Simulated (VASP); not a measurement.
A run of VASP 6.6.1 is set up as follows.

The input INCAR:

```
SYSTEM = TaSi
  ALGO = Normal
  EDIFF = 1E-7
  ENCUT = 520
  GGA = PE
  ISIF = 2
  ISMEAR = -1
  LASPH = .TRUE.
  LCHARG = .FALSE.
  LREAL = .FALSE.
  LWAVE = .FALSE.
  NBANDS = 14
  NELM = 60
  PREC = Accurate
  SIGMA = 0.05
```

File KPOINTS:

```
k-points
0
G
  13 13 13
  0 0 0
```

The input POSCAR:

```
TaSi
1.0
    0.0000000000      2.5795102182      2.5795102182
    2.5795102182      0.0000000000      2.5795102182
    2.5795102182      2.5795102182      0.0000000000
Ta Si
1 1
Direct
    0.0000000000      0.0000000000      0.0000000000
    0.5000000000      0.5000000000      0.5000000000
```

Potentials or basis: VASP PAW PBE potentials, release 64 (Ta_pv, Si).

Command:

```sh
$ cat potpaw_PBE.64/Ta_pv/POTCAR potpaw_PBE.64/Si/POTCAR > POTCAR
$ mpirun -np 1 vasp_std > vasp.out
```

Task: What does it give for the pressure?

Result: -0.8 GPa.
